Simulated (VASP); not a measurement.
Set up this calculation in VASP 6.6.1, as the native input.

```
Task                   : single point
Functional             : PBE
Potentials or basis    : VASP PAW PBE potentials, release 64 (Ta_pv, As)
Cutoff                 : 520 eV
k mesh                 : 10 × 10 × 4
Occupations            : gaussian, width 0.1 eV
Spin                   : no spin polarisation
Dipole correction      : no
Further INCAR settings : ALGO = Normal; EDIFF = 1e-06; NBANDS = 42
```

The structure of TaAs lies in POSCAR:

```
TaAs
1.0
    3.4628971702      0.0000000000      0.0000000000
    0.0000000000      3.4628971702      0.0000000000
    0.4693835158      0.0000000000     11.7345878955
Ta As
4 4
Direct
   -0.0061470558      0.5000000000      0.7502402736
    0.5130575229      0.5000000000     -0.0000033940
    0.4938529442      0.0000000000      0.2502402736
    0.0130575229      0.0000000000      0.4999966060
    0.4882508650      0.0000000000      0.8325396156
    0.0048386679      0.0000000000      0.0824223448
   -0.0117491350      0.5000000000      0.3325396156
    0.5048386679      0.5000000000      0.5824223448
```

This cell differs from its parent crystal: shear of c along a, cell held: +4.0 %, then relaxed in part.

The input as run:

INCAR

```
SYSTEM = TaAs
  ALGO = Normal
  EDIFF = 1E-6
  ENCUT = 520
  GGA = PE
  ISIF = 2
  ISMEAR = 0
  LASPH = .True.
  LCHARG = .False.
  LREAL = .False.
  LWAVE = .False.
  NBANDS = 42
  NELM = 80
  PREC = Accurate
  SIGMA = 0.1
```

KPOINTS

```
k-points
0
Gamma
  10 10 4
  0 0 0
```

Potentials or basis: VASP PAW PBE potentials, release 64 (Ta_pv, As).

Command:

```bash
$ cat potpaw_PBE.64/Ta_pv/POTCAR potpaw_PBE.64/As/POTCAR > POTCAR
$ mpirun -np 1 vasp_std > vasp.out
```

Results of the run:

```
Pressure               : 0.5 GPa
Largest force          : 0.005 eV/Å
Band gap on the k mesh : 0.03 eV
```

Caveat: the cell differs from its parent crystal (shear of c along a, cell held: +4.0 %, then relaxed in part); spin-orbit coupling is left out, which moves the levels of the heavy elements.

Run time: 19 min on 1 thread of Oxide Virtual Turin-like Processor, with other jobs on the host, peak memory 0.65 GiB.
